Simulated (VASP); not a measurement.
Wanted: the native input for a VASP 6.6.1 run.

```
Task                   : single point
Functional             : PBE
Potentials or basis    : VASP PAW PBE potentials, release 64 (In_d, Sb)
Cutoff                 : 520 eV
k mesh                 : 9 × 9 × 9
Occupations            : methfessel-paxton, width 0.15 eV
Spin                   : no spin polarisation
Dipole correction      : no
Further INCAR settings : ALGO = Normal; EDIFF = 1e-06; NBANDS = 16
```

The structure of InSb (zincblende type) lies in POSCAR:

```
InSb
1.0
    0.0000000000      3.3187520224      3.3187520224
    3.3187520224      0.0000000000      3.3187520224
    3.3187520224      3.3187520224      0.0000000000
In Sb
1 1
Direct
    0.0000000000      0.0000000000      0.0000000000
    0.2500000000      0.2500000000      0.2500000000
```

These files were run (other wordings do the same):

INCAR

```
ALGO = Normal
EDIFF = 1E-6
ENCUT = 520
GGA = PE
ISIF = 2
ISMEAR = 1
LASPH = True
LCHARG = True
LELF = True
LREAL = False
LVHAR = True
LWAVE = False
NBANDS = 16
NELM = 80
PREC = Accurate
SIGMA = 0.15
```

KPOINTS

```
k-points
0
Gamma
  9 9 9
```

Potentials or basis: VASP PAW PBE potentials, release 64 (In_d, Sb).

Run with:

```console
$ cat potpaw_PBE.64/In_d/POTCAR potpaw_PBE.64/Sb/POTCAR > POTCAR
$ mpirun -np 1 vasp_std > vasp.out
```

It gave:

| Quantity | Value |
| --- | --- |
| Pressure | -0.1 GPa |
| Band gap on the k mesh | zero (filled and empty bands touch) |

Caveat: semilocal functionals underestimate gaps, so a narrow gap can read as zero; spin-orbit coupling is left out, which moves the levels of the heavy elements.

It took 44 s on 1 thread of Intel Xeon 8259CL, with other jobs on the host, peak memory 0.22 GiB.
